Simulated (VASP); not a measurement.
# NaW3 (P4/mmm) in VASP: single point with PBE

Aim: the single point of NaW3 with PBE.

All numbers are computed with VASP 6.6.1; they aren't measurements. Logs are shortened: lines on timing, memory, paths and dates and some standing lists are left out, and cuts for length are marked.

### 1 The cell of the first run

It takes space group P4/mmm (No. 123, tetragonal). Conventional cell: a = 4.064 Å, b = 4.064 Å, c = 4.025 Å, α = 90.00°, β = 90.00°, γ = 90.00°. Na (site symmetry 4/mmm) has 12 W at 2.86 to 2.87 Å within 3.8 Å. Within 3.8 Å of W (site symmetry mmm) lie 4 Na at 2.86 Å and 8 W at 2.86 to 2.87 Å. Within 3.8 Å of W (site symmetry 4/mmm) lie 8 W at 2.86 Å and 4 Na at 2.87 Å.

### 2 Single point, PBE

Contents of INCAR:

```
ALGO = Fast
EDIFF = 1E-7
ENCUT = 520
GGA = PE
ISIF = 2
ISMEAR = 0
LASPH = True
LCHARG = False
LREAL = False
LWAVE = False
NBANDS = 32
NELM = 80
PREC = Accurate
SIGMA = 0.1
```

Contents of KPOINTS:

```
k-points
0
Gamma
  12 12 12
```

Contents of POSCAR:

```
NaW3
1.0
    4.0636960205      0.0000000000      0.0000000000
    0.0000000000      4.0636960205      0.0000000000
    0.0000000000      0.0000000000      4.0248440114
Na W
1 3
Direct
    0.0000000000      0.0000000000      0.0000000000
    0.0000000000      0.5000000000      0.5000000000
    0.5000000000      0.0000000000      0.5000000000
    0.5000000000      0.5000000000      0.0000000000
```

Potentials or basis: VASP PAW PBE potentials, release 64 (Na_pv, W_sv).

Command:

```sh
cat potpaw_PBE.64/Na_pv/POTCAR potpaw_PBE.64/W_sv/POTCAR > POTCAR
mpirun -np 1 vasp_std > vasp.out
```

OUTCAR:

```text
EDIFF = 1E-7
   ENCUT = 520
   GGA = PE
   ISIF = 2
   ISMEAR = 0
   LASPH = True
   LREAL = False
   NELM = 80
   PREC = Accurate

 ion  position               nearest neighbor table
   1  0.000  0.000  0.000-   2 2.86   3 2.86   2 2.86   3 2.86   2 2.86   2 2.86   3 2.86   3 2.86
                             4 2.87   4 2.87   4 2.87   4 2.87
   2  0.000  0.500  0.500-   1 2.86   4 2.86   1 2.86   4 2.86   1 2.86   1 2.86   4 2.86   4 2.86
                             3 2.87   3 2.87   3 2.87   3 2.87
   3  0.500  0.000  0.500-   1 2.86   4 2.86   1 2.86   4 2.86   4 2.86   4 2.86   1 2.86   1 2.86
                             2 2.87   2 2.87   2 2.87   2 2.87
   4  0.500  0.500  0.000-   2 2.86   3 2.86   2 2.86   3 2.86   3 2.86   3 2.86   2 2.86   2 2.86
                             1 2.87   1 2.87   1 2.87   1 2.87

  LATTYP: Found a simple tetragonal cell.
 ALAT       =     4.0636960205
 C/A-ratio  =     0.9904392433

  Lattice vectors:

 A1 = (   4.0636960205,   0.0000000000,   0.0000000000)
 A2 = (   0.0000000000,   4.0636960205,   0.0000000000)
 A3 = (   0.0000000000,   0.0000000000,   4.0248440114)

Analysis of symmetry for initial positions (statically):
=====================================================================
 Subroutine PRICEL returns:
 Original cell was already a primitive cell.

 Routine SETGRP: Setting up the symmetry group for a
 simple tetragonal supercell.

 Subroutine GETGRP returns: Found 16 space group operations
 (whereof 16 operations were pure point group operations)
 out of a pool of 16 trial point group operations.

The static configuration has the point symmetry D_4h.

Analysis of symmetry for dynamics (positions and initial velocities):
=====================================================================
 Subroutine PRICEL returns:
 Original cell was already a primitive cell.

 Routine SETGRP: Setting up the symmetry group for a
 simple tetragonal supercell.

 Subroutine GETGRP returns: Found 16 space group operations
 (whereof 16 operations were pure point group operations)
 out of a pool of 16 trial point group operations.

The dynamic configuration has the point symmetry D_4h.

 Subroutine INISYM returns: Found 16 space group operations
 (whereof 16 operations are pure point group operations),
 and found     1 'primitive' translations

----------------------------------------------------------------------------------------

                                     Primitive cell

  volume of cell :      66.4648

  direct lattice vectors                    reciprocal lattice vectors
     4.063696021  0.000000000  0.000000000     0.246081399  0.000000000  0.000000000
     0.000000000  4.063696021  0.000000000     0.000000000  0.246081399  0.000000000
     0.000000000  0.000000000  4.024844011     0.000000000  0.000000000  0.248456834

  length of vectors
     4.063696021  4.063696021  4.024844011     0.246081399  0.246081399  0.248456834

  position of ions in fractional coordinates (direct lattice)
     0.000000000  0.000000000  0.000000000
     0.000000000  0.500000000  0.500000000
     0.500000000  0.000000000  0.500000000
     0.500000000  0.500000000  0.000000000

  ion indices of the primitive-cell ions
   primitive index   ion index
                 1           1
                 2           2
                 3           3
                 4           4

----------------------------------------------------------------------------------------

 KPOINTS: k-points

Automatic generation of k-mesh.
 Grid dimensions read from file:
 generate k-points for:   12   12   12

 Generating k-lattice:

  Cartesian coordinates                     Fractional coordinates (reciprocal lattice)
     0.020506783  0.000000000  0.000000000     0.083333333  0.000000000  0.000000000
     0.000000000  0.020506783  0.000000000     0.000000000  0.083333333  0.000000000
     0.000000000  0.000000000  0.020704736     0.000000000  0.000000000  0.083333333

  Length of vectors
     0.020506783  0.020506783  0.020704736

  Shift w.r.t. Gamma in fractional coordinates (k-lattice)
     0.000000000  0.000000000  0.000000000

 Subroutine IBZKPT returns following result:
 ===========================================

 Found    196 irreducible k-points:

 Following reciprocal coordinates:
            Coordinates               Weight
  0.000000  0.000000  0.000000      1.000000
  0.083333  0.000000  0.000000      4.000000
  0.166667  0.000000  0.000000      4.000000
  0.250000  0.000000  0.000000      4.000000
  0.333333  0.000000  0.000000      4.000000
  0.416667  0.000000  0.000000      4.000000
[... 16 lines left out ...]
  0.333333  0.333333  0.000000      4.000000
  0.416667  0.333333  0.000000      8.000000
 [... further k-points ...]
   k-points           NKPTS =    196   k-points in BZ     NKDIM =    196   number of bands    NBANDS=     32
   number of dos      NEDOS =    301   number of ions     NIONS =      4
   total plane-waves  NPLWV =  27000
   dimension x,y,z NGX =    30 NGY =   30 NGZ =   30
   dimension x,y,z NGXF=    60 NGYF=   60 NGZF=   60
   ions per type =               1   3
   NGX,Y,Z   is equivalent  to a cutoff of  12.27, 12.27, 12.39 a.u.
   NGXF,Y,Z  is equivalent  to a cutoff of  24.55, 24.55, 24.78 a.u.
 SYSTEM =  unknown system
   PREC   = accura    normal or accurate (medium, high low for compatibility)
   ISTART =      0    job   : 0-new  1-cont  2-samecut
   ICHARG =      2    charge: 1-file 2-atom 10-const
   ISPIN  =      1    spin polarized calculation?
   LNONCOLLINEAR =      F non collinear calculations
   LSORBIT =      F    spin-orbit coupling
   LASPH  =      T    aspherical Exc in radial PAW
   ENCUT  =  520.0 eV  38.22 Ry    6.18 a.u.   7.56  7.56  7.48*2*pi/ulx,y,z
   NELM   =     80;   NELMIN=  2; NELMDL= -5     # of ELM steps
   EDIFF  = 0.1E-06   stopping-criterion for ELM
   LREAL  =      F    real-space projection
   EDIFFG = 0.1E-05   stopping-criterion for IOM
   NSW    =      0    number of steps for IOM
   IBRION =     -1    ionic relax: 0-MD 1-quasi-New 2-CG
   NFREE  =      0    steps in history (QN), initial steepest desc. (CG)
   ISIF   =      2    stress and relaxation
   ISYM   =      2    0-nonsym 1-usesym 2-fastsym
   POTIM  = 0.5000    time-step for ionic-motion
   TEBEG  =    0.0;   TEEND  =   0.0 temperature during run
   PSTRESS=    0.0 pullay stress
   NELECT =      49.0000    total number of electrons
   NUPDOWN=      -1.0000    fix difference up-down
   EMIN   =  10.00;   EMAX   =-10.00  energy-range for DOS
   EFERMI =   0.00;   METHOD = LEGACY
   ISMEAR =     0;   SIGMA  =   0.10  broadening in eV -4-tet -1-fermi 0-gaus
   EFERMI_NEDOS =   21; number of points for ismear=-14 and -15
   IALGO  =     68    algorithm
   IMIX   =      4    mixing-type and parameters
     AMIX     =   0.40;   BMIX     =  1.00
     AMIX_MAG =   1.60;   BMIX_MAG =  1.00
  volume/ion in A,a.u.               =      16.62       112.13
  Fermi-wavevector in a.u.,A,eV,Ry     =   1.478914  2.794743 29.758496  2.187188
  Thomas-Fermi vector in A             =   2.593137
   LORBIT       =      0    0 simple, 1 ext, 2 COOP (PROOUT), +10 PAW based schemes
   GGA     = PE    functional components
   LHFCALC =     F    Hartree Fock is set to
   AEXX    =    0.0000 exact exchange contribution
   IVDW    =     0    specifies the selected vdW correction
   LEPSILON=     F    determine dielectric tensor
   LRPA    =     F    only Hartree local field effects (RPA)
 non-spin polarized calculation
 RMM-DIIS sequential band-by-band and
 Gauss-broadening in eV      SIGMA  =   0.10
  energy-cutoff  :      520.00
  volume of cell :       66.46
 maximum number of plane-waves:      1812
   NGX = 15   NGY = 15   NGZ = 15

 number of electron      48.9999979 magnetization

 Free energy of the ion-electron system (eV)
  ---------------------------------------------------
  ext. energy  EPLUGINS =         0.00000000
  ---------------------------------------------------
  free energy    TOTEN  =       -35.46015268 eV

  energy without entropy =      -35.44876916  energy(sigma->0) =      -35.45446092

 E-fermi :   8.3768     XC(G=0): -12.3965

 val. band max:        8.3760809496   @ k =   0.4167   0.2500   0.4167
 cond. band min:       8.3781762351   @ k =   0.2500   0.1667   0.1667
 fundamental gap:      0.0020952855
 Fermi energy:         8.3768365030

 k-point     1 :       0.0000    0.0000    0.0000
  band No.  band energies     occupation
      1     -65.5176      2.00000
      2     -65.4235      2.00000
      3     -65.4130      2.00000
      4     -30.0246      2.00000
      5     -30.0220      2.00000
      6     -30.0220      2.00000
[... 24 lines left out ...]
     31      13.1047      0.00000
     32      13.8110      0.00000

 k-point     2 :       0.0833    0.0000    0.0000
  band No.  band energies     occupation
      1     -65.5161      2.00000
      2     -65.4246      2.00000
      3     -65.4134      2.00000
      4     -30.0176      2.00000
      5     -30.0152      2.00000
      6     -30.0110      2.00000
[... 24 lines left out ...]
     31      12.9493      0.00000
     32      14.0149      0.00000

 k-point     3 :       0.1667    0.0000    0.0000
  band No.  band energies     occupation
      1     -65.5118      2.00000
      2     -65.4282      2.00000
      3     -65.4141      2.00000
      4     -29.9976      2.00000
      5     -29.9957      2.00000
      6     -29.9788      2.00000
[... 24 lines left out ...]
     31      12.5156      0.00000
     32      14.1759      0.00000

 k-point     4 :       0.2500    0.0000    0.0000
  band No.  band energies     occupation
      1     -65.5050      2.00000
      2     -65.4344      2.00000
      3     -65.4147      2.00000
      4     -29.9675      2.00000
      5     -29.9662      2.00000
      6     -29.9271      2.00000
[... 654 lines left out ...]
     31      10.9136      0.00000
     32      11.8780      0.00000

 k-point    23 :       0.3333    0.3333    0.0000
  band No.  band energies     occupation
      1     -65.4790      2.00000
      2     -65.4471      2.00000
      3     -65.4275      2.00000
      4     -29.9724      2.00000
      5     -29.8352      2.00000
      6     -29.8257      2.00000
[... 24 lines left out ...]
     31      11.3294      0.00000
     32      11.6059      0.00000

 k-point    24 :       0.4167    0.3333    0.0000
  band No.  band energies     occupation
      1     -65.4716      2.00000
      2     -65.4515      2.00000
      3     -65.4305      2.00000
      4     -29.9559      2.00000
      5     -29.8842      2.00000
      6     -29.7849      2.00000
[... 24 lines left out ...]
     31      11.1848      0.00000
     32      11.2745      0.00000

 [... further k-points ...]
[... 5 lines left out ...]
  --------------------------------------------------------------------------------------
  -------------------------------------------------------------------------------------
  Total        0.1098883      0.1098883      0.1320081      0.0000000      0.0000000      0.0000000
  in kB        2.6489295      2.6489295      3.1821419      0.0000000      0.0000000      0.0000000
  external PRESSURE =       2.8266670 kB  Pullay stress =       0.0000000 kB

 VOLUME and BASIS-vectors are now :
 -----------------------------------------------------------------------------
  energy-cutoff  :      520.00
  volume of cell :       66.46
      direct lattice vectors                 reciprocal lattice vectors
     4.063696021  0.000000000  0.000000000     0.246081399  0.000000000  0.000000000
     0.000000000  4.063696021  0.000000000     0.000000000  0.246081399  0.000000000
     0.000000000  0.000000000  4.024844011     0.000000000  0.000000000  0.248456834

 POSITION                                       TOTAL-FORCE (eV/Angst)
 -----------------------------------------------------------------------------------
      0.00000      0.00000      0.00000         0.000000      0.000000      0.000000
      0.00000      2.03185      2.01242         0.000000      0.000000      0.000000
      2.03185      0.00000      2.01242         0.000000      0.000000      0.000000
      2.03185      2.03185      0.00000         0.000000      0.000000      0.000000
 -----------------------------------------------------------------------------------
    total drift:                                0.000000      0.000000     -0.000000

  FREE ENERGIE OF THE ION-ELECTRON SYSTEM (eV)
  ---------------------------------------------------
  free  energy   TOTEN  =       -35.4601526755 eV

  energy  without entropy=      -35.4487691585  energy(sigma->0) =      -35.45446092
```

Wall time 9.3 min (1 thread of AMD EPYC 7R13, shared host); peak memory 0.38 GiB.

Results:

```yaml
Free_energy: -35.4602 eV
Pressure: 0.3 GPa
```

Caveat: spin-orbit coupling is left out, which moves the levels of the heavy elements.
